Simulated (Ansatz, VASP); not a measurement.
## One calculation of BAs, two programs

```
B As
1.0
     0.00000    2.31315    2.31315
     2.31315    0.00000    2.31315
     2.31315    2.31315    0.00000
B As
1 1
Cartesian
  0.0000 0.0000 0.0000
  1.1566 1.1566 1.1566
```

Alike in both runs: task single point; functional PBE; k mesh 10 × 10 × 10; occupations gaussian, width 0.02 eV; no spin polarisation.

```csv
,VASP,Ansatz
version,VASP 6.6.1,Ansatz 0.2.0
potentials or method,"VASP PAW PBE potentials, release 64 (B, As), cutoff 500 eV","scalar-relativistic, plane waves, PAW"
valence electrons in the cell,8,18
```

VASP gave:

* gap on the k mesh at the Fermi level (eV): 1.07
* least direct gap on the mesh (eV): 3.41
* pressure (GPa): 20.4

Question: Estimate Ansatz's values.

Answer: gap on the k mesh at the Fermi level (eV): 1.08; least direct gap on the mesh (eV): 3.41; pressure (GPa): 19.4.

VASP's potentials hold 8 valence electrons a cell and Ansatz's 18, so a difference there can come from the potentials and not from the codes.
